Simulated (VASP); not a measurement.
Crystal: BP.

```
P B
1.0
     0.00000    2.26900    2.26900
     2.26900    0.00000    2.26900
     2.26900    2.26900    0.00000
P B
1 1
Direct
  0.75000 0.75000 0.75000
  0.00000 0.00000 0.00000
```

```yaml
Program: VASP 6.6.1
Task: relaxation of cell and atoms
Functional: BLYP
Dispersion: D4
Potentials_or_basis: VASP PAW PBE potentials, release 64 (P, B)
Cutoff: 600 eV
k_mesh: 10 × 10 × 10
Occupations: fermi-dirac, width 0.05 eV
Spin: no spin polarisation
```

At the start: pressure -4.0 GPa; volume 11.68 Å³/atom.

How do energy, volume and symmetry change on relaxing?

Over 3 steps the energy falls by 3.8 meV/atom and the volume is 11.39 Å³/atom (-2.5 %); space group F-43m (No. 216, to 0.05 Å).

The path:
| step | energy change (eV) | largest force (eV/Å) | pressure (GPa) | volume (Å³) |
| --- | --- | --- | --- | --- |
| 1 | 0.0000 | 0.0000 | -4.03 | 23.36 |
| 2 | -0.0039 | 0.0000 | 3.01 | 22.38 |
| 3 | -0.0075 | 0.0000 | 0.00 | 22.78 |

Final structure:
```cif
data_structure
_symmetry_space_group_name_H-M 'P 1'
_symmetry_Int_Tables_number 1
_cell_length_a 3.1818
_cell_length_b 3.1818
_cell_length_c 3.1818
_cell_angle_alpha 60.000
_cell_angle_beta 60.000
_cell_angle_gamma 60.000
_cell_volume 22.78
loop_
_atom_site_label
_atom_site_type_symbol
_atom_site_fract_x
_atom_site_fract_y
_atom_site_fract_z
_atom_site_occupancy
P1 P 0.75000 0.75000 0.75000 1
B1 B 0.00000 0.00000 0.00000 1
```

Caveat: the PAW data sets were made with another functional, which shifts forces and pressure a little.
